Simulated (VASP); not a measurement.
Runs of VASP 6.6.1 on Ti. It takes space group P6/mmm (No. 191, hexagonal). Conventional cell: a = 4.600 Å, b = 4.600 Å, c = 2.820 Å, α = 90.00°, β = 90.00°, γ = 120.00°. Ti (site symmetry 6/mmm) has 14 Ti at 2.82 to 3.01 Å within 3.7 Å. Within 3.5 Å of Ti (site symmetry -6m2) lie 11 Ti at 2.66 to 3.01 Å. 

```tsv
smearing	gap on the mesh (eV)	pressure (GPa)
gaussian 0.5 eV	none	-8.4
gaussian 0.2 eV	none	-9.2
gaussian 0.1 eV	none	-9.2
gaussian 0.3 eV	none	(a)
```

Alike in all rows: task single point; level LDA; potentials or basis VASP PAW LDA potentials, release 64 (Ti_sv); no spin polarisation; cell as given; k mesh 8 × 8 × 11; cutoff (eV) 520.

Q: Estimate the missing entries.

A: (a) -9.0.

A gap of «none» marks levels without a gap at the run's occupations.
